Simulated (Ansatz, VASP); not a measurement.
**One calculation of Si2Ni, two programs**

The input INCAR:

```
PREC = Accurate ; ENCUT = 520
EDIFF = 1E-6 ; ISMEAR = 0
SIGMA = 0.15 ; LREAL = F
LASPH = T ; NELM = 100
ALGO = Normal ; ISIF = 2
LWAVE = F ; LCHARG = T
GGA = PE ; LELF = T
LVHAR = T ; NBANDS = 16
```

File KPOINTS:

```
Automatic mesh
0
Gamma
  14 14 14
```

POSCAR

```
Si2Ni
1.0
    0.0000000000      2.6095555680      2.6095555680
    2.6095555680      0.0000000000      2.6095555680
    2.6095555680      2.6095555680      0.0000000000
Si Ni
2 1
Direct
    0.2500000000      0.2500000000      0.2500000000
    0.7500000000      0.7500000000      0.7500000000
    0.0000000000      0.0000000000      0.0000000000
```

Input for Ansatz:

```yaml
crystal:
  lattice:
    - [0.0, 2.609555568, 2.609555568]
    - [2.609555568, 0.0, 2.609555568]
    - [2.609555568, 2.609555568, 0.0]
  atoms:
    - { symbol: Si, position: [0.25, 0.25, 0.25] }
    - { symbol: Si, position: [0.75, 0.75, 0.75] }
    - { symbol: Ni, position: [0.0, 0.0, 0.0] }
basis:
  ecutwfc: 520.0
kpoints:
  mp_grid: { grid: [14, 14, 14] }
hamiltonian:
  xc: pbe
  pseudopotentials: { kind: paw, azcp: { folder: soft_1 } }
scf:
  occupations: { method: gaussian, width: 0.15 }
  lower_state_search: "off"
output:
  forces: true
  stress: true
  eigenvalues: true
```

Alike in both runs: task single point; functional PBE; k mesh 14 × 14 × 14; occupations gaussian, width 0.15 eV; no spin polarisation.

|  | VASP | Ansatz |
| --- | --- | --- |
| version | VASP 6.6.1 | Ansatz 0.2.0 |
| potentials or method | VASP PAW PBE potentials, release 64 (Si, Ni), cutoff 520 eV | scalar-relativistic, plane waves, PAW |
| valence electrons in the cell | 18 | 26 |

```csv
,VASP,Ansatz,Ansatz less VASP
gap on the k mesh at the Fermi level (eV),none,none,-
pressure (GPa),24.4,24.7,+0.29
```

A gap of «none» marks a metal or a gap that the smearing closes. With one functional, cell and mesh, what is left measures potentials, basis and numerics. VASP's potentials hold 18 valence electrons a cell and Ansatz's 26, so a difference there can come from the potentials and not from the codes.
